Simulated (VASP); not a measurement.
Set up this calculation in VASP 6.6.1, as the native input.

* Task: single point
* Functional: PBEsol
* Potentials or basis: VASP PAW PBE potentials, release 64 (O)
* Cutoff: 520 eV
* k mesh: 1 × 1 × 1
* Occupations: methfessel-paxton, width 0.05 eV
* Spin: collinear spin, ferromagnetic start
* Starting moments: [1.0, 1.0] μB
* Dipole correction: no
* Further INCAR settings: ALGO = Normal; EDIFF = 1e-07; NBANDS = 17

The structure of O2 lies in POSCAR:

```
O
1.0
    9.0000000000      0.0000000000      0.0000000000
    0.0000000000      9.5000000000      0.0000000000
    0.0000000000      0.0000000000     10.0000000000
O
2
Direct
    0.5000000000      0.5000000000      0.4394919504
    0.5000000000      0.5000000000      0.5605080496
```

The input as run:

INCAR

```
SYSTEM = O
PREC = Accurate ; ENCUT = 520
EDIFF = 1E-7 ; ISMEAR = 1
SIGMA = 0.05 ; LREAL = .FALSE.
LASPH = .TRUE. ; NELM = 150
ALGO = Normal ; ISIF = 2
LWAVE = .FALSE. ; LCHARG = .FALSE.
ISPIN = 2 ; MAGMOM = 1 1
LORBIT = 11 ; GGA = PS
NBANDS = 17
```

KPOINTS

```
regular mesh
0
G
  1 1 1
  0 0 0
```

Potentials or basis: VASP PAW PBE potentials, release 64 (O).

Launch:

```console
$ cat potpaw_PBE.64/O/POTCAR > POTCAR
$ mpirun -np 1 vasp_gam > vasp.out
```

It gave:

| Item | Value |
| --- | --- |
| Largest force | 1.368 eV/Å |
| Gap between the frontier levels | 2.26 eV |
| Net moment | 2.00 μB per cell |
| Site moments | O +0.81 μB |
| Valence electrons inside the program's atomic spheres | O 4.92 |

Caveat: the standard files for N, O and F lose accuracy on very short bonds; the PAW data sets were made with another functional, which shifts forces and pressure a little.

Run time: 3.8 min on 1 thread of Intel Xeon 8259CL, on a shared host, peak memory 1.1 GiB.
